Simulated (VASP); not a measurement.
Wanted: the native input for a VASP 6.6.1 run.

```yaml
Task: single point
Functional: HSE06
Potentials_or_basis: VASP PAW PBE potentials, release 64 (Ag)
Cutoff: 520 eV
k_mesh: 6 × 6 × 6
Occupations: fermi-dirac, width 0.1 eV
Spin: no spin polarisation
Dipole_correction: no
Grid_for_exact_exchange_PRECFOCK: Normal
Further_INCAR_settings: ALGO = Normal; EDIFF = 1e-06; NBANDS = 12
Share_of_exact_exchange: 0.25
Screening_parameter: 0.2079 1/Å
```

Crystal: Ag.

```
CELL_PARAMETERS angstrom
0.00000 2.10231 2.10231
2.10231 0.00000 2.10231
2.10231 2.10231 0.00000
ATOMIC_POSITIONS crystal
Ag 0.00000 0.00000 0.00000
```

These files were run (other wordings do the same):

POSCAR

```
Ag
1.0
    0.0000000000      2.1023057629      2.1023057629
    2.1023057629      0.0000000000      2.1023057629
    2.1023057629      2.1023057629      0.0000000000
Ag
1
Direct
    0.0000000000      0.0000000000      0.0000000000
```

INCAR.step1

```
SYSTEM = Ag
PREC     = Accurate       ! precision mode
ENCUT    = 520            ! plane-wave cutoff, eV
EDIFF    = 1E-5           ! SCF threshold, eV
ISMEAR   = -1             ! smearing method
SIGMA    = 0.1            ! smearing width, eV
LREAL    = .FALSE.        ! projectors in reciprocal space
LASPH    = .TRUE.         ! aspherical terms in the spheres
NELM     = 80             ! most SCF steps
ALGO     = Normal         ! electronic algorithm
ISIF     = 2              ! what is computed and relaxed
LWAVE    = .TRUE.         ! write WAVECAR
LCHARG   = .FALSE.        ! write CHGCAR
GGA      = PE             ! functional
NBANDS   = 12             ! bands
```

INCAR.step2

```
SYSTEM = Ag
PREC     = Accurate       ! precision mode
ENCUT    = 520            ! plane-wave cutoff, eV
EDIFF    = 1E-6           ! SCF threshold, eV
ISMEAR   = -1             ! smearing method
SIGMA    = 0.1            ! smearing width, eV
LREAL    = .FALSE.        ! projectors in reciprocal space
LASPH    = .TRUE.         ! aspherical terms in the spheres
NELM     = 80             ! most SCF steps
ALGO     = Normal         ! electronic algorithm
ISIF     = 2              ! what is computed and relaxed
LWAVE    = .FALSE.        ! write WAVECAR
LCHARG   = .FALSE.        ! write CHGCAR
GGA      = PE             ! functional
LHFCALC  = .TRUE.         ! exact exchange
HFSCREEN = 0.2079         ! screening, 1/A
PRECFOCK = Normal       
ISTART   = 1            
NBANDS   = 12             ! bands
```

KPOINTS

```
regular mesh
0
G
  6 6 6
  0 0 0
```

Potentials or basis: VASP PAW PBE potentials, release 64 (Ag).

Command:

```bash
$ cat potpaw_PBE.64/Ag/POTCAR > POTCAR
$ cp INCAR.step1 INCAR
$ mpirun -np 1 vasp_std > vasp.out
$ cp INCAR.step2 INCAR
$ mpirun -np 1 vasp_std > vasp.out
```

It gave:

* Pressure: -2.3 GPa
* Band gap on the k mesh: zero (an odd number of electrons rules out a gap without spin polarisation)

Caveat: the k points lie up to 0.43 Å⁻¹ apart, too coarse for converged energies and pressures of a metal; the PAW data sets were made with another functional, which shifts forces and pressure a little.

Wall time 8.2 min on 1 thread of Intel(R) Xeon(R) Platinum 8488C (Sapphire Rapids), on a shared host, peak memory 0.24 GiB.
